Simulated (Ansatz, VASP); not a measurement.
**Two plane-wave programs on Zn2CdTe3**

Contents of INCAR:

```
SYSTEM = Zn2CdTe3
PREC = Accurate
ENCUT = 520
EDIFF = 1E-6
ISMEAR = 0
SIGMA = 0.1
LREAL = .FALSE.
LASPH = .TRUE.
NELM = 100
ALGO = Normal
ISIF = 2
LWAVE = .FALSE.
LCHARG = .FALSE.
GGA = PE
NBANDS = 66
```

The input KPOINTS:

```
Automatic mesh
0
G
  6 6 1
  0 0 0
```

File POSCAR:

```
Zn2CdTe3
1.0
    4.4572322000      0.0000000000      0.0000000000
   -2.2286161000      3.8600763000      0.0000000000
    0.0000000000      0.0000000000     22.1114411000
Zn Cd Te
4 2 6
Direct
    0.3333333000      0.6666667000      0.0031390000
    0.3333333000      0.6666667000      0.6632750000
    0.6666667000      0.3333333000      0.1632750000
    0.6666667000      0.3333333000      0.5031390000
    0.3333333000      0.6666667000      0.3354000000
    0.6666667000      0.3333333000      0.8354000000
    0.3333333000      0.6666667000      0.1246060000
    0.3333333000      0.6666667000      0.4642730000
    0.3333333000      0.6666667000      0.7843070000
    0.6666667000      0.3333333000      0.2843070000
    0.6666667000      0.3333333000      0.6246060000
    0.6666667000      0.3333333000      0.9642730000
```

Input for Ansatz:

```yaml
crystal:
  lattice:
    - [4.4572322, 0.0, 0.0]
    - [-2.2286161, 3.8600763, 0.0]
    - [0.0, 0.0, 22.1114411]
  atoms:
    - { symbol: Zn, position: [0.3333333, 0.6666667, 0.003139] }
    - { symbol: Zn, position: [0.3333333, 0.6666667, 0.663275] }
    - { symbol: Zn, position: [0.6666667, 0.3333333, 0.163275] }
    - { symbol: Zn, position: [0.6666667, 0.3333333, 0.503139] }
    - { symbol: Cd, position: [0.3333333, 0.6666667, 0.3354] }
    - { symbol: Cd, position: [0.6666667, 0.3333333, 0.8354] }
    - { symbol: Te, position: [0.3333333, 0.6666667, 0.124606] }
    - { symbol: Te, position: [0.3333333, 0.6666667, 0.464273] }
    - { symbol: Te, position: [0.3333333, 0.6666667, 0.784307] }
    - { symbol: Te, position: [0.6666667, 0.3333333, 0.284307] }
    - { symbol: Te, position: [0.6666667, 0.3333333, 0.624606] }
    - { symbol: Te, position: [0.6666667, 0.3333333, 0.964273] }
basis:
  ecutwfc: 420
kpoints:
  mp_grid: { grid: [6, 6, 1] }
hamiltonian:
  xc: pbe
scf:
  occupations: { method: gaussian, width: 0.1 }
  lower_state_search: "off"
output:
  forces: true
  stress: true
  eigenvalues: true
```

Alike in both runs: task single point; functional PBE; k mesh 6 × 6 × 1; occupations gaussian, width 0.1 eV; no spin polarisation.

|  | VASP | Ansatz |
| --- | --- | --- |
| version | VASP 6.6.1 | Ansatz 0.2.0 |
| potentials or method | VASP PAW PBE potentials, release 64 (Zn, Cd, Te), cutoff 520 eV | scalar-relativistic, plane waves, PAW |
| valence electrons in the cell | 108 | 184 |

```csv
,VASP,Ansatz,Ansatz less VASP
gap on the k mesh at the Fermi level (eV),0.73,0.73,+0.004
least direct gap on the mesh (eV),0.73,0.73,+0.004
pressure (GPa),0.1,0.0,-0.09
```

VASP's potentials hold 108 valence electrons a cell and Ansatz's 184, so a difference there can come from the potentials and not from the codes.

Neither program's run includes spin-orbit coupling.
